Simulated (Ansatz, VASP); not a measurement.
Two plane-wave programs on LiF

```
Li F
1.0
     0.00000    2.01400    2.01400
     2.01400    0.00000    2.01400
     2.01400    2.01400    0.00000
Li F
1 1
Direct
  0.97367 0.00000 0.00000
  0.50000 0.50000 0.50000
```

Change from the starting cell: all Li atoms moved +0.075 Å, as atom 1 towards its neighbour atom 1 (Li) at 2.848 Å.

Alike in both runs: task single point; functional r2SCAN; k mesh 10 × 10 × 10; occupations gaussian, width 0.05 eV; no spin polarisation.

|  | VASP | Ansatz |
| --- | --- | --- |
| version | VASP 6.6.1 | Ansatz 0.2.0 |
| potentials or method | VASP PAW PBE potentials, release 64 (Li_sv, F), cutoff 520 eV | scalar-relativistic, plane waves, PAW |
| valence electrons in the cell | 10 | 10 |

VASP gave:

* gap on the k mesh at the Fermi level (eV): 10.25
* least direct gap on the mesh (eV): 10.25
* rms of the force components (eV/Å): 0.089

**Question.** Estimate Ansatz's values.

**Answer.** gap on the k mesh at the Fermi level (eV): 10.05; least direct gap on the mesh (eV): 10.05; rms of the force components (eV/Å): 0.071.

VASP's potentials were made for PBE, not for r2SCAN. Atom by atom the forces differ by 0.018 eV/Å (rms over components). The functional is the same, so the differences come from potentials, cutoffs and numerics.

Noted on VASP's run: the cutoff is under 1.25 times that of the potentials, so the pressure is a little rough.
